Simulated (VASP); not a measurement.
Set up this calculation in VASP 6.6.1, as the native input.

```
Task                   : single point
Functional             : PBEsol
Potentials or basis    : VASP PAW PBE potentials, release 64 (Mo_sv)
Cutoff                 : 520 eV
k mesh                 : 23 × 23 × 23
Occupations            : fermi-dirac, width 0.1 eV
Spin                   : no spin polarisation
Dipole correction      : no
Further INCAR settings : ALGO = Normal; EDIFF = 1e-06; NBANDS = 13
```

The structure of Mo lies in POSCAR:

```
Mo
1.0
   -1.5228751975      1.5228751975      1.5228751975
    1.5228751975     -1.5228751975      1.5228751975
    1.5228751975      1.5228751975     -1.5228751975
Mo
1
Direct
    0.0000000000      0.0000000000      0.0000000000
```

One way to write it, as run:

INCAR

```
SYSTEM = Mo
PREC = Accurate
ENCUT = 520
EDIFF = 1E-6
ISMEAR = -1
SIGMA = 0.1
LREAL = .FALSE.
LASPH = .TRUE.
NELM = 60
ALGO = Normal
ISIF = 2
LWAVE = .FALSE.
LCHARG = .FALSE.
GGA = PS
NBANDS = 13
```

KPOINTS

```
Automatic mesh
0
G
  23 23 23
  0 0 0
```

Potentials or basis: VASP PAW PBE potentials, release 64 (Mo_sv).

Run with:

```console
$ cat potpaw_PBE.64/Mo_sv/POTCAR > POTCAR
$ mpirun -np 1 vasp_std > vasp.out
```

It gave:

```json
{
  "Pressure": "27.8 GPa",
  "Band gap on the k mesh": "zero (bands 7 and 8 overlap by 6.05 eV)"
}
```

Caveat: the cell stands under pressure; the PAW data sets were made with another functional, which shifts forces and pressure a little.

Wall time 55 s on 1 thread of Intel Xeon 8259CL, on a shared host, peak memory 0.18 GiB.
